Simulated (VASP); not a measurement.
Ge, 2 atoms in the cell. The cell holds a slab with vacuum, 2 atoms: a = 4.022 Å, b = 4.022 Å, c = 28.000 Å, α = 90.00°, β = 90.00°, γ = 120.00°. 

- Program: VASP 6.6.1
- Task: single point
- Functional: LDA
- Potentials or basis: VASP PAW LDA potentials, release 64 (Ge_d)
- Cutoff: 520 eV
- k mesh: 12 × 12 × 1
- Occupations: gaussian, width 0.1 eV
- Spin: no spin polarisation
- Dipole correction: yes
- Further INCAR settings: ALGO = Normal; EDIFF = 1e-07; NBANDS = 21

Potentials or basis: VASP PAW LDA potentials, release 64 (Ge_d).

Run with:

```sh
$ cat potpaw_LDA.64/Ge_d/POTCAR > POTCAR
$ mpirun -np 1 vasp_std > vasp.out
```

Hardware: 1 thread of Intel(R) Xeon(R) Platinum 8375C CPU @ 2.90GHz (Ice Lake), with other jobs on the host.

Q: Estimate the wall time of this run.

A: Run time: 3.9 min on 1 thread of Intel(R) Xeon(R) Platinum 8375C CPU @ 2.90GHz (Ice Lake) (shared host), peak memory 0.4 GiB. Counts: scf iterations 22, k points 19.
